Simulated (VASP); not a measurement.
# WC (Fm-3m) in VASP: notebook, part 2 of 2

VASP 6.6.1. The steps go on from the part before.

### 4 Single point, r2SCAN

This run uses another cell than the first one, of 10.33 Å³/atom, 1.043 times its volume.

Contents of POSCAR:

```
WC
1.0
    0.0000000000      2.1779675566      2.1779675566
    2.1779675566      0.0000000000      2.1779675566
    2.1779675566      2.1779675566      0.0000000000
W C
1 1
Direct
    0.0000000000      0.0000000000      0.0000000000
    0.5000000000      0.5000000000      0.5000000000
```

Contents of INCAR.step1:

```
SYSTEM = WC
  PREC = Accurate
  ENCUT = 520
  ISMEAR = -1
  SIGMA = 0.1
  LREAL = .FALSE.
  LASPH = .TRUE.
  NELM = 100
  NBANDS = 16
  GGA = PE
  ALGO = Normal
  EDIFF = 1E-4
  LWAVE = .TRUE.
  LCHARG = .FALSE.
```

Contents of INCAR.step2:

```
SYSTEM = WC
  PREC = Accurate
  ENCUT = 520
  EDIFF = 1E-6
  ISMEAR = -1
  SIGMA = 0.1
  LREAL = .FALSE.
  LASPH = .TRUE.
  NELM = 100
  ALGO = Normal
  ISIF = 2
  LWAVE = .FALSE.
  LCHARG = .FALSE.
  METAGGA = R2SCAN
  LMIXTAU = .TRUE.
  NBANDS = 16
  ISTART = 1
```

Contents of KPOINTS:

```
Automatic mesh
0
G
  11 11 11
  0 0 0
```

Potentials or basis: VASP PAW PBE potentials, release 64 (W_sv, C).

Started as:

```bash
cat potpaw_PBE.64/W_sv/POTCAR potpaw_PBE.64/C/POTCAR > POTCAR
cp INCAR.step1 INCAR
mpirun -np 1 vasp_std > vasp.out
cp INCAR.step2 INCAR
mpirun -np 1 vasp_std > vasp.out
```

OUTCAR:

```text
SYSTEM = WC
   PREC = Accurate
   ENCUT = 520
   EDIFF = 1E-6
   ISMEAR = -1
   LREAL = .FALSE.
   LASPH = .TRUE.
   NELM = 100
   ISIF = 2
   METAGGA = R2SCAN
   ISTART = 1

 ion  position               nearest neighbor table
   1  0.000  0.000  0.000-   2 2.18   2 2.18   2 2.18   2 2.18   2 2.18   2 2.18
   2  0.500  0.500  0.500-   1 2.18   1 2.18   1 2.18   1 2.18   1 2.18   1 2.18

  LATTYP: Found a face centered cubic cell.
 ALAT       =     4.3559351132

  Lattice vectors:

 A1 = (   0.0000000000,   2.1779675566,   2.1779675566)
 A2 = (   2.1779675566,   0.0000000000,   2.1779675566)
 A3 = (   2.1779675566,   2.1779675566,   0.0000000000)

Analysis of symmetry for initial positions (statically):
=====================================================================
 Subroutine PRICEL returns:
 Original cell was already a primitive cell.

 Routine SETGRP: Setting up the symmetry group for a
 face centered cubic supercell.

 Subroutine GETGRP returns: Found 48 space group operations
 (whereof 48 operations were pure point group operations)
 out of a pool of 48 trial point group operations.

The static configuration has the point symmetry O_h .

Analysis of symmetry for dynamics (positions and initial velocities):
=====================================================================
 Subroutine PRICEL returns:
 Original cell was already a primitive cell.

 Routine SETGRP: Setting up the symmetry group for a
 face centered cubic supercell.

 Subroutine GETGRP returns: Found 48 space group operations
 (whereof 48 operations were pure point group operations)
 out of a pool of 48 trial point group operations.

The dynamic configuration has the point symmetry O_h .

 Subroutine INISYM returns: Found 48 space group operations
 (whereof 48 operations are pure point group operations),
 and found     1 'primitive' translations

----------------------------------------------------------------------------------------

                                     Primitive cell

  volume of cell :      20.6626

  direct lattice vectors                    reciprocal lattice vectors
     0.000000000  2.177967557  2.177967557    -0.229571831  0.229571831  0.229571831
     2.177967557  0.000000000  2.177967557     0.229571831 -0.229571831  0.229571831
     2.177967557  2.177967557  0.000000000     0.229571831  0.229571831 -0.229571831

  length of vectors
     3.080111257  3.080111257  3.080111257     0.397630075  0.397630075  0.397630075

  position of ions in fractional coordinates (direct lattice)
     0.000000000  0.000000000  0.000000000
     0.500000000  0.500000000  0.500000000

  ion indices of the primitive-cell ions
   primitive index   ion index
                 1           1
                 2           2

----------------------------------------------------------------------------------------

 KPOINTS: Automatic mesh

Automatic generation of k-mesh.
 Grid dimensions read from file:
 generate k-points for:   11   11   11

 Generating k-lattice:

  Cartesian coordinates                     Fractional coordinates (reciprocal lattice)
    -0.020870166  0.020870166  0.020870166     0.090909091  0.000000000  0.000000000
     0.020870166 -0.020870166  0.020870166     0.000000000  0.090909091  0.000000000
     0.020870166  0.020870166 -0.020870166     0.000000000  0.000000000  0.090909091

  Length of vectors
     0.036148189  0.036148189  0.036148189

  Shift w.r.t. Gamma in fractional coordinates (k-lattice)
     0.000000000  0.000000000  0.000000000

 Subroutine IBZKPT returns following result:
 ===========================================

 Found     56 irreducible k-points:

 Following reciprocal coordinates:
            Coordinates               Weight
  0.000000  0.000000  0.000000      1.000000
  0.090909  0.000000  0.000000      8.000000
  0.181818  0.000000  0.000000      8.000000
  0.272727  0.000000  0.000000      8.000000
  0.363636  0.000000  0.000000      8.000000
  0.454545  0.000000  0.000000      8.000000
[... 16 lines left out ...]
 -0.272727  0.181818  0.000000     24.000000
 -0.181818  0.181818  0.000000     12.000000
 [... further k-points ...]
   k-points           NKPTS =     56   k-points in BZ     NKDIM =     56   number of bands    NBANDS=     16
   number of dos      NEDOS =    301   number of ions     NIONS =      2
   total plane-waves  NPLWV =  13824
   dimension x,y,z NGX =    24 NGY =   24 NGZ =   24
   dimension x,y,z NGXF=    48 NGYF=   48 NGZF=   48
   ions per type =               1   1
   NGX,Y,Z   is equivalent  to a cutoff of  12.95, 12.95, 12.95 a.u.
   NGXF,Y,Z  is equivalent  to a cutoff of  25.91, 25.91, 25.91 a.u.
 SYSTEM =  WC
   PREC   = accura    normal or accurate (medium, high low for compatibility)
   ISTART =      1    job   : 0-new  1-cont  2-samecut
   ICHARG =      0    charge: 1-file 2-atom 10-const
   ISPIN  =      1    spin polarized calculation?
   LNONCOLLINEAR =      F non collinear calculations
   LSORBIT =      F    spin-orbit coupling
   LASPH  =      T    aspherical Exc in radial PAW
   ENCUT  =  520.0 eV  38.22 Ry    6.18 a.u.   5.73  5.73  5.73*2*pi/ulx,y,z
   NELM   =    100;   NELMIN=  2; NELMDL=  0     # of ELM steps
   EDIFF  = 0.1E-05   stopping-criterion for ELM
   LREAL  =      F    real-space projection
   EDIFFG = 0.1E-04   stopping-criterion for IOM
   NSW    =      0    number of steps for IOM
   IBRION =     -1    ionic relax: 0-MD 1-quasi-New 2-CG
   NFREE  =      0    steps in history (QN), initial steepest desc. (CG)
   ISIF   =      2    stress and relaxation
   ISYM   =      2    0-nonsym 1-usesym 2-fastsym
   POTIM  = 0.5000    time-step for ionic-motion
   TEBEG  =    0.0;   TEEND  =   0.0 temperature during run
   PSTRESS=    0.0 pullay stress
   NELECT =      18.0000    total number of electrons
   NUPDOWN=      -1.0000    fix difference up-down
   EMIN   =  10.00;   EMAX   =-10.00  energy-range for DOS
   EFERMI =   0.00;   METHOD = LEGACY
   ISMEAR =    -1;   SIGMA  =   0.10  broadening in eV -4-tet -1-fermi 0-gaus
   EFERMI_NEDOS =   21; number of points for ismear=-14 and -15
   IALGO  =     38    algorithm
   IMIX   =      4    mixing-type and parameters
     AMIX     =   0.40;   BMIX     =  1.00
     AMIX_MAG =   1.60;   BMIX_MAG =  1.00
  volume/ion in A,a.u.               =      10.33        69.72
  Fermi-wavevector in a.u.,A,eV,Ry     =   1.563523  2.954630 33.260857  2.444604
  Thomas-Fermi vector in A             =   2.666282
   LORBIT       =      0    0 simple, 1 ext, 2 COOP (PROOUT), +10 PAW based schemes
   METAGGA = R2SCAN    functional components
   LHFCALC =     F    Hartree Fock is set to
   AEXX    =    0.0000 exact exchange contribution
   IVDW    =     0    specifies the selected vdW correction
   LEPSILON=     F    determine dielectric tensor
   LRPA    =     F    only Hartree local field effects (RPA)
 non-spin polarized calculation
  energy-cutoff  :      520.00
  volume of cell :       20.66
 maximum number of plane-waves:       566
   NGX = 11   NGY = 11   NGZ = 11

 number of electron      18.0000000 magnetization

 Free energy of the ion-electron system (eV)
  ---------------------------------------------------
  ext. energy  EPLUGINS =         0.00000000
  ---------------------------------------------------
  free energy    TOTEN  =       -60.62907321 eV

  energy without entropy =      -60.59025491  energy(sigma->0) =      -60.60966406

 E-fermi :  12.7312     XC(G=0): -14.9817

 val. band max:       12.7098924653   @ k =  -0.2727   0.4545   0.1818
 cond. band min:      12.7706048738   @ k =   0.4545   0.0909   0.0000
 fundamental gap:      0.0607124085
 Fermi energy:        12.7311816942

 k-point     1 :       0.0000    0.0000    0.0000
  band No.  band energies     occupation
      1     -64.7289      2.00000
      2     -28.0615      2.00000
      3     -28.0615      2.00000
      4     -28.0615      2.00000
      5      -4.1758      2.00000
      6       9.7980      2.00000
[... 8 lines left out ...]
     15      23.2799      0.00000
     16      36.9235      0.00000

 k-point     2 :       0.0909    0.0000    0.0000
  band No.  band energies     occupation
      1     -64.7253      2.00000
      2     -28.1176      2.00000
      3     -28.0673      2.00000
      4     -28.0673      2.00000
      5      -3.9307      2.00000
      6       8.9471      2.00000
[... 8 lines left out ...]
     15      23.8341      0.00000
     16      34.7763      0.00000
[... 387 lines left out ...]
      5      -0.9882      2.00000
      6       4.2008      2.00000
[... 8 lines left out ...]
     15      26.1620      0.00000
     16      27.0343      0.00000

 k-point    24 :      -0.1818    0.1818    0.0000
  band No.  band energies     occupation
      1     -64.6984      2.00000
      2     -28.4326      2.00000
      3     -28.2125      2.00000
      4     -28.0929      2.00000
      5      -1.9354      2.00000
      6       5.3446      2.00000
[... 8 lines left out ...]
     15      26.3428      0.00000
     16      27.4152      0.00000

 [... further k-points ...]
[... 5 lines left out ...]
  --------------------------------------------------------------------------------------
  -------------------------------------------------------------------------------------
  Total        0.5617793      0.5617793      0.5617793      0.0000000     -0.0000000     -0.0000000
  in kB       43.5604222     43.5604222     43.5604222      0.0000000     -0.0000000     -0.0000000
  external PRESSURE =      43.5604222 kB  Pullay stress =       0.0000000 kB

 VOLUME and BASIS-vectors are now :
 -----------------------------------------------------------------------------
  energy-cutoff  :      520.00
  volume of cell :       20.66
      direct lattice vectors                 reciprocal lattice vectors
     0.000000000  2.177967557  2.177967557    -0.229571831  0.229571831  0.229571831
     2.177967557  0.000000000  2.177967557     0.229571831 -0.229571831  0.229571831
     2.177967557  2.177967557  0.000000000     0.229571831  0.229571831 -0.229571831

 POSITION                                       TOTAL-FORCE (eV/Angst)
 -----------------------------------------------------------------------------------
      0.00000      0.00000      0.00000         0.000000     -0.000000     -0.000000
      2.17797      2.17797      2.17797        -0.000000      0.000000      0.000000
 -----------------------------------------------------------------------------------
    total drift:                                0.000000     -0.000000     -0.000000

  FREE ENERGIE OF THE ION-ELECTRON SYSTEM (eV)
  ---------------------------------------------------
  free  energy   TOTEN  =       -60.6290732138 eV

  energy  without entropy=      -60.5902549068  energy(sigma->0) =      -60.60966406
```

Run time: 2.4 min. Hardware: 1 thread of AMD EPYC, shared host; peak memory 0.12 GiB.

What came out:

```yaml
Free_energy: -60.6291 eV
Pressure: 4.4 GPa
Band_gap_on_the_k_mesh: zero (band 9 reaches 13.74 eV, above the bottom of band 10 at 10.43 eV)
```

Caveat: the PAW data sets were made with another functional, which shifts forces and pressure a little; spin-orbit coupling is left out, which moves the levels of the heavy elements.

### 5 Single point, r2SCAN

This run uses another cell than the first one, of 10.75 Å³/atom, 1.085 times its volume.

Contents of POSCAR:

```
WC
1.0
    0.0000000000      2.2072055093      2.2072055093
    2.2072055093      0.0000000000      2.2072055093
    2.2072055093      2.2072055093      0.0000000000
W C
1 1
Direct
    0.0000000000      0.0000000000      0.0000000000
    0.5000000000      0.5000000000      0.5000000000
```

Contents of INCAR.step1:

```
PREC     = Accurate       # precision mode
ENCUT    = 520            # plane-wave cutoff, eV
ISMEAR   = -1             # smearing method
SIGMA    = 0.1            # smearing width, eV
LREAL    = False          # projectors in reciprocal space
LASPH    = True           # aspherical terms in the spheres
NELM     = 60             # most SCF steps
NBANDS   = 16             # bands
GGA      = PE             # functional
ALGO     = Normal         # electronic algorithm
EDIFF    = 1E-4           # SCF threshold, eV
LWAVE    = True           # write WAVECAR
LCHARG   = False          # write CHGCAR
```

Contents of INCAR.step2:

```
PREC     = Accurate       # precision mode
ENCUT    = 520            # plane-wave cutoff, eV
EDIFF    = 1E-6           # SCF threshold, eV
ISMEAR   = -1             # smearing method
SIGMA    = 0.1            # smearing width, eV
LREAL    = False          # projectors in reciprocal space
LASPH    = True           # aspherical terms in the spheres
NELM     = 60             # most SCF steps
ALGO     = Normal         # electronic algorithm
ISIF     = 2              # what is computed and relaxed
LWAVE    = False          # write WAVECAR
LCHARG   = True           # write CHGCAR
METAGGA  = R2SCAN         # meta-GGA
LMIXTAU  = True         
LELF     = True           # ELF
LVHAR    = True         
NBANDS   = 16             # bands
ISTART   = 1
```

Contents of KPOINTS:

```
Automatic mesh
0
Gamma
  11 11 11
```

Started as:

```bash
cat potpaw_PBE.64/W_sv/POTCAR potpaw_PBE.64/C/POTCAR > POTCAR
cp INCAR.step1 INCAR
mpirun -np 1 vasp_std > vasp.out
cp INCAR.step2 INCAR
mpirun -np 1 vasp_std > vasp.out
```

Run time: 2.6 min. Hardware: 1 thread of AMD EPYC, shared host; peak memory 0.12 GiB.

The run converged. Its results:

```
Free energy            : -60.6126 eV
Pressure               : -10.3 GPa
Band gap on the k mesh : zero (band 9 reaches 13.05 eV, above the bottom of band 10 at 9.93 eV)
```

Levels at points of the mesh, in eV from the Fermi level:
| k point | band 5 | band 6 | band 7 | band 8 | band 9 | band 10 | band 11 | band 12 | band 13 | band 14 |
| --- | --- | --- | --- | --- | --- | --- | --- | --- | --- | --- |
| (0.00, 0.00, 0.00) | -16.54 | -2.77 | -2.77 | -2.77 | -1.13 | -1.13 | -1.13 | -1.02 | -1.02 | 6.79 |

Caveat: the PAW data sets were made with another functional, which shifts forces and pressure a little; spin-orbit coupling is left out, which moves the levels of the heavy elements.

### 6 Single point, r2SCAN

This run uses another cell than the first one, of 10.96 Å³/atom, 1.106 times its volume.

Contents of POSCAR:

```
WC
1.0
    0.0000000000      2.2215384142      2.2215384142
    2.2215384142      0.0000000000      2.2215384142
    2.2215384142      2.2215384142      0.0000000000
W C
1 1
Direct
    0.0000000000      0.0000000000      0.0000000000
    0.5000000000      0.5000000000      0.5000000000
```

Contents of INCAR.step1:

```
PREC = Accurate
ENCUT = 520
ISMEAR = -1
SIGMA = 0.1
LREAL = F
LASPH = T
NELM = 100
NBANDS = 16
GGA = PE
ALGO = Normal
EDIFF = 1E-4
LWAVE = T
LCHARG = F
```

Contents of INCAR.step2:

```
PREC = Accurate
ENCUT = 520
EDIFF = 1E-7
ISMEAR = -1
SIGMA = 0.1
LREAL = F
LASPH = T
NELM = 100
ALGO = Normal
ISIF = 2
LWAVE = F
LCHARG = T
METAGGA = R2SCAN
LMIXTAU = T
LELF = T
LVHAR = T
NBANDS = 16
ISTART = 1
```

KPOINTS is that of step 5.

Potentials or basis: VASP PAW PBE potentials, release 64 (W_sv, C).

Started as:

```bash
cat potpaw_PBE.64/W_sv/POTCAR potpaw_PBE.64/C/POTCAR > POTCAR
cp INCAR.step1 INCAR
mpirun -np 1 vasp_std > vasp.out
cp INCAR.step2 INCAR
mpirun -np 1 vasp_std > vasp.out
```

Run time: 2.9 min. Hardware: 1 thread of AMD EPYC, shared host; peak memory 0.12 GiB.

It converged, with:

- Free energy: -60.5774 eV
- Pressure: -16.5 GPa
- Band gap on the k mesh: zero (band 9 reaches 12.72 eV, above the bottom of band 10 at 9.70 eV)

Levels at points of the mesh, in eV from the Fermi level:
| k point | band 6 | band 7 | band 8 | band 9 | band 10 | band 11 | band 12 | band 13 |
| --- | --- | --- | --- | --- | --- | --- | --- | --- |
| (0.00, 0.00, 0.00) | -2.70 | -2.70 | -2.70 | -1.09 | -1.09 | -1.09 | -0.99 | -0.99 |

Caveat: the PAW data sets were made with another functional, which shifts forces and pressure a little; spin-orbit coupling is left out, which moves the levels of the heavy elements.

### 7 Single point, r2SCAN

This run uses another cell than the first one, of 11.17 Å³/atom, 1.128 times its volume.

Contents of POSCAR:

```
WC
1.0
    0.0000000000      2.2356887219      2.2356887219
    2.2356887219      0.0000000000      2.2356887219
    2.2356887219      2.2356887219      0.0000000000
W C
1 1
Direct
    0.0000000000      0.0000000000      0.0000000000
    0.5000000000      0.5000000000      0.5000000000
```

Contents of INCAR.step1:

```
SYSTEM = WC
PREC = Accurate
ENCUT = 520
ISMEAR = -1
SIGMA = 0.1
LREAL = .FALSE.
LASPH = .TRUE.
NELM = 60
NBANDS = 16
GGA = PE
ALGO = Normal
EDIFF = 1E-4
LWAVE = .TRUE.
LCHARG = .FALSE.
```

Contents of INCAR.step2:

```
SYSTEM = WC
PREC = Accurate
ENCUT = 520
EDIFF = 1E-6
ISMEAR = -1
SIGMA = 0.1
LREAL = .FALSE.
LASPH = .TRUE.
NELM = 60
ALGO = Normal
ISIF = 2
LWAVE = .FALSE.
LCHARG = .TRUE.
METAGGA = R2SCAN
LMIXTAU = .TRUE.
LELF = .TRUE.
LVHAR = .TRUE.
NBANDS = 16
ISTART = 1
```

Contents of KPOINTS:

```
regular mesh
0
G
  11 11 11
  0 0 0
```

Started as:

```bash
cat potpaw_PBE.64/W_sv/POTCAR potpaw_PBE.64/C/POTCAR > POTCAR
cp INCAR.step1 INCAR
mpirun -np 1 vasp_std > vasp.out
cp INCAR.step2 INCAR
mpirun -np 1 vasp_std > vasp.out
```

It took 3.7 min on 1 thread of AMD EPYC, shared host; peak memory 0.12 GiB.

Results (log left out):

```
Free energy            : -60.5267 eV
Pressure               : -22.1 GPa
Band gap on the k mesh : zero (band 9 reaches 12.40 eV, above the bottom of band 10 at 9.47 eV)
```

Levels at points of the mesh, in eV from the Fermi level:
```
           k point  band 7  band 8  band 9  band 10  band 11  band 12
(0.00, 0.00, 0.00)   -2.63   -2.63   -1.05    -1.05    -1.05    -0.97
```

Caveat: the PAW data sets were made with another functional, which shifts forces and pressure a little; spin-orbit coupling is left out, which moves the levels of the heavy elements.

### 8 Overview

```tsv
cell	gap on the mesh (eV)	pressure (GPa)
a = 3.038 Å, angles 60.0°, 2 atoms	none	22.5
a = 3.059 Å, angles 60.0°, 2 atoms	none	12.9
a = 3.080 Å, angles 60.0°, 2 atoms	none	4.4
a = 3.121 Å, angles 60.0°, 2 atoms	none	-10.3
a = 3.142 Å, angles 60.0°, 2 atoms	none	-16.5
a = 3.162 Å, angles 60.0°, 2 atoms	none	-22.1
```

Alike in all rows: task single point; level r2SCAN; potentials or basis VASP PAW PBE potentials, release 64 (W_sv, C); no spin polarisation; k mesh 11 × 11 × 11; cutoff (eV) 520; smearing fermi-dirac 0.1 eV.

Caveats: the PAW data sets were made with another functional, which shifts forces and pressure a little; spin-orbit coupling is left out, which moves the levels of the heavy elements.

Absolute energies hang on the potentials; compare differences alone.
